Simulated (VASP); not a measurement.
# ScAl2N3 (P-6m2) in VASP: single point with PBE

Aim: the single point of ScAl2N3 with PBE.

Everything below comes from runs of VASP 6.6.1. Logs are shortened: lines on timing, memory, paths and dates and some standing lists are left out, and cuts for length are marked.

## (1) The cell of the first run

Symmetry: P-6m2, No. 187, hexagonal system. The conventional cell has a = 3.020 Å, b = 3.020 Å, c = 8.679 Å, α = 90.00°, β = 90.00°, γ = 120.00°. Within 3.1 Å of Sc (site symmetry -6m2) lie 6 N at 2.38 Å and 2 Al at 2.58 Å and 6 Sc at 3.02 Å. Al (site symmetry 3m) has 4 N at 1.76 to 1.99 Å within 2.3 Å. Within 2.6 Å of N (site symmetry 3m) lie 3 Al at 1.99 Å and 3 Sc at 2.38 Å. N (site symmetry -6m2) has 2 Al at 1.76 Å within 2.3 Å.

## (2) Single point, PBE

INCAR reads:

```
SYSTEM = ScAl2N3
PREC     = Accurate       ! precision mode
ENCUT    = 600            ! plane-wave cutoff, eV
EDIFF    = 1E-6           ! SCF threshold, eV
ISMEAR   = 0              ! smearing method
SIGMA    = 0.15           ! smearing width, eV
LREAL    = .FALSE.        ! projectors in reciprocal space
LASPH    = .TRUE.         ! aspherical terms in the spheres
NELM     = 120            ! most SCF steps
ALGO     = Normal         ! electronic algorithm
ISIF     = 2              ! what is computed and relaxed
LWAVE    = .FALSE.        ! write WAVECAR
LCHARG   = .TRUE.         ! write CHGCAR
GGA      = PE             ! functional
LELF     = .TRUE.         ! ELF
LVHAR    = .TRUE.       
NBANDS   = 25             ! bands
GGA_COMPAT= .FALSE.
```

KPOINTS reads:

```
Automatic mesh
0
G
  4 4 2
  0 0 0
```

POSCAR reads:

```
ScAl2N3
1.0
    3.0196970136      0.0000000000      0.0000000000
   -1.5098485068      2.6151343255      0.0000000000
    0.0000000000      0.0000000000      8.6794041299
Sc Al N
1 2 3
Direct
    0.6666666667      0.3333333333      0.0000000000
    0.6666666667      0.3333333333      0.7028416789
    0.6666666667      0.3333333333      0.2971583211
    0.3333333333      0.6666666667      0.1865993913
    0.3333333333      0.6666666667      0.8134006087
    0.6666666667      0.3333333333      0.5000000000
```

Potentials or basis: VASP PAW PBE potentials, release 64 (Sc_sv, Al, N).

Run with:

```bash
$ cat potpaw_PBE.64/Sc_sv/POTCAR potpaw_PBE.64/Al/POTCAR potpaw_PBE.64/N/POTCAR > POTCAR
$ mpirun -np 1 vasp_std > vasp.out
```

OUTCAR:

```text
SYSTEM = ScAl2N3
   PREC = Accurate
   ENCUT = 600
   EDIFF = 1E-6
   ISMEAR = 0
   LREAL = .FALSE.
   LASPH = .TRUE.
   NELM = 120
   ISIF = 2
   GGA = PE

 ion  position               nearest neighbor table
   1  0.667  0.333  0.000-   4 2.38   5 2.38   4 2.38   5 2.38   4 2.38   5 2.38   2 2.58   3 2.58

   2  0.667  0.333  0.703-   6 1.76   5 1.99   5 1.99   5 1.99   1 2.58
   3  0.667  0.333  0.297-   6 1.76   4 1.99   4 1.99   4 1.99   1 2.58
   4  0.333  0.667  0.187-   3 1.99   3 1.99   3 1.99   1 2.38   1 2.38   1 2.38
   5  0.333  0.667  0.813-   2 1.99   2 1.99   2 1.99   1 2.38   1 2.38   1 2.38
   6  0.667  0.333  0.500-   2 1.76   3 1.76

  LATTYP: Found a hexagonal cell.
 ALAT       =     3.0196970136
 C/A-ratio  =     2.8742632426

  Lattice vectors:

 A1 = (   3.0196970136,   0.0000000000,   0.0000000000)
 A2 = (  -1.5098485068,   2.6151343255,   0.0000000000)
 A3 = (   0.0000000000,   0.0000000000,   8.6794041299)

Analysis of symmetry for initial positions (statically):
=====================================================================
 Subroutine PRICEL returns:
 Original cell was already a primitive cell.

 Routine SETGRP: Setting up the symmetry group for a
 hexagonal supercell.

 Subroutine GETGRP returns: Found 12 space group operations
 (whereof 12 operations were pure point group operations)
 out of a pool of 24 trial point group operations.

The static configuration has the point symmetry D_3h.

Analysis of symmetry for dynamics (positions and initial velocities):
=====================================================================
 Subroutine PRICEL returns:
 Original cell was already a primitive cell.

 Routine SETGRP: Setting up the symmetry group for a
 hexagonal supercell.

 Subroutine GETGRP returns: Found 12 space group operations
 (whereof 12 operations were pure point group operations)
 out of a pool of 24 trial point group operations.

The dynamic configuration has the point symmetry D_3h.

 Subroutine INISYM returns: Found 12 space group operations
 (whereof 12 operations are pure point group operations),
 and found     1 'primitive' translations

----------------------------------------------------------------------------------------

                                     Primitive cell
[... 81 lines left out ...]
   NELM   =    120;   NELMIN=  2; NELMDL= -5     # of ELM steps
   EDIFF  = 0.1E-05   stopping-criterion for ELM
   LREAL  =      F    real-space projection
   EDIFFG = 0.1E-04   stopping-criterion for IOM
   NSW    =      0    number of steps for IOM
   IBRION =     -1    ionic relax: 0-MD 1-quasi-New 2-CG
   NFREE  =      0    steps in history (QN), initial steepest desc. (CG)
   ISIF   =      2    stress and relaxation
   ISYM   =      2    0-nonsym 1-usesym 2-fastsym
   POTIM  = 0.5000    time-step for ionic-motion
   TEBEG  =    0.0;   TEEND  =   0.0 temperature during run
   PSTRESS=    0.0 pullay stress
   NELECT =      32.0000    total number of electrons
   NUPDOWN=      -1.0000    fix difference up-down
   EMIN   =  10.00;   EMAX   =-10.00  energy-range for DOS
   EFERMI =   0.00;   METHOD = LEGACY
   ISMEAR =     0;   SIGMA  =   0.15  broadening in eV -4-tet -1-fermi 0-gaus
   EFERMI_NEDOS =   21; number of points for ismear=-14 and -15
   IALGO  =     38    algorithm
   IMIX   =      4    mixing-type and parameters
     AMIX     =   0.40;   BMIX     =  1.00
     AMIX_MAG =   1.60;   BMIX_MAG =  1.00
  volume/ion in A,a.u.               =      11.42        77.09
  Fermi-wavevector in a.u.,A,eV,Ry     =   1.270016  2.399982 21.945377  1.612940
  Thomas-Fermi vector in A             =   2.403026
   LORBIT       =      0    0 simple, 1 ext, 2 COOP (PROOUT), +10 PAW based schemes
   GGA     = PE    functional components
   LHFCALC =     F    Hartree Fock is set to
   AEXX    =    0.0000 exact exchange contribution
   IVDW    =     0    specifies the selected vdW correction
   LEPSILON=     F    determine dielectric tensor
   LRPA    =     F    only Hartree local field effects (RPA)
 non-spin polarized calculation
 Gauss-broadening in eV      SIGMA  =   0.15
  energy-cutoff  :      600.00
  volume of cell :       68.54
 maximum number of plane-waves:      2312
   NGX = 13   NGY = 13   NGZ = 35

 number of electron      32.0000002 magnetization

 Free energy of the ion-electron system (eV)
  ---------------------------------------------------
  ext. energy  EPLUGINS =         0.00000000
  ---------------------------------------------------
  free energy    TOTEN  =       -42.79170396 eV

  energy without entropy =      -42.73137224  energy(sigma->0) =      -42.76153810

 E-fermi :   6.7375     XC(G=0): -11.0265

 val. band max:        6.7097950416   @ k =   0.2500   0.0000   0.5000
 cond. band min:       6.7896864411   @ k =   0.2500   0.0000   0.5000
 fundamental gap:      0.0798913995
 Fermi energy:         6.7374581150

 k-point     1 :       0.0000    0.0000    0.0000
  band No.  band energies     occupation
      1     -42.6780      2.00000
      2     -21.4666      2.00000
      3     -21.0226      2.00000
      4     -21.0226      2.00000
      5      -9.6424      2.00000
      6      -9.0163      2.00000
[... 213 lines left out ...]
     24      13.4678      0.00000
     25      14.5920      0.00000

------------------------ aborting loop because EDIFF is reached ----------------------------------------

  FORCE on cell =-STRESS in cart. coord.  units (eV):
  Direction    XX          YY          ZZ          XY          YZ          ZX
  --------------------------------------------------------------------------------------
  -------------------------------------------------------------------------------------
  Total       -0.2869990     -0.2869990      0.0553668      0.0000000     -0.0000000      0.0000000
  in kB       -6.7087830     -6.7087830      1.2942334      0.0000000     -0.0000000      0.0000000
  external PRESSURE =      -4.0411109 kB  Pullay stress =       0.0000000 kB

 VOLUME and BASIS-vectors are now :
 -----------------------------------------------------------------------------
  energy-cutoff  :      600.00
  volume of cell :       68.54
      direct lattice vectors                 reciprocal lattice vectors
     3.019697014  0.000000000  0.000000000     0.331159052  0.191194768  0.000000000
    -1.509848507  2.615134326  0.000000000     0.000000000  0.382389536  0.000000000
     0.000000000  0.000000000  8.679404130     0.000000000  0.000000000  0.115215283

 POSITION                                       TOTAL-FORCE (eV/Angst)
 -----------------------------------------------------------------------------------
      1.50985      0.87171      0.00000        -0.000000     -0.000000      0.000000
      1.50985      0.87171      6.10025        -0.000000     -0.000000     -0.000304
      1.50985      0.87171      2.57916        -0.000000     -0.000000      0.000304
     -0.00000      1.74342      1.61957        -0.000000     -0.000000      0.020973
     -0.00000      1.74342      7.05983        -0.000000      0.000000     -0.020973
      1.50985      0.87171      4.33970         0.000000     -0.000000      0.000000
 -----------------------------------------------------------------------------------
    total drift:                               -0.000000      0.000000      0.000000

  FREE ENERGIE OF THE ION-ELECTRON SYSTEM (eV)
  ---------------------------------------------------
  free  energy   TOTEN  =       -42.7917039631 eV

  energy  without entropy=      -42.7313722447  energy(sigma->0) =      -42.76153810
```

stdout:

```text
POSCAR found type information on POSCAR ScAlN
 POSCAR found :  3 types and       6 ions
 scaLAPACK will be used
 LDA part: xc-table for (Slater+PW92), standard interpolation
 POSCAR, INCAR and KPOINTS ok, starting setup
 FFT: planning ... GRIDC
 FFT: planning ... GRID_SOFT
 FFT: planning ... GRID
 WAVECAR not read
 entering main loop
```

Run time: 15 s. Hardware: 1 thread of AMD EPYC 9R45 (Zen 5), shared host; peak memory 0.16 GiB.

Results:

| Property | Result |
| --- | --- |
| Free energy | -42.7917 eV |
| Pressure | -0.4 GPa |
| Largest force | 0.021 eV/Å |
| Band gap on the k mesh | zero (band 16 reaches 7.18 eV, above the bottom of band 17 at 6.43 eV) |

Forces in eV/Å, atoms in the order of the input:
```
Sc   0.000  0.000  0.000
Al   0.000  0.000  0.000
Al   0.000  0.000  0.000
N    0.000  0.000  0.021
N    0.000  0.000 -0.021
N    0.000  0.000  0.000
```

Levels at points of the mesh, in eV from the Fermi level:
```csv
k point,band 13,band 14,band 15,band 16,band 17,band 18,band 19,band 20
"(0.00, 0.00, 0.00)",-2.14,-2.14,-0.30,0.44,0.44,2.25,2.25,2.39
"(0.50, 0.00, 0.00)",-3.47,-3.02,-2.98,-0.28,-0.20,2.68,3.02,3.67
"(0.00, 0.00, 0.50)",-2.15,-2.15,0.07,0.45,0.45,2.24,2.24,3.14
"(0.50, 0.00, 0.50)",-3.49,-2.95,-2.47,-0.31,-0.31,2.14,3.11,4.01
```

Caveat: the k points lie up to 0.60 Å⁻¹ apart.
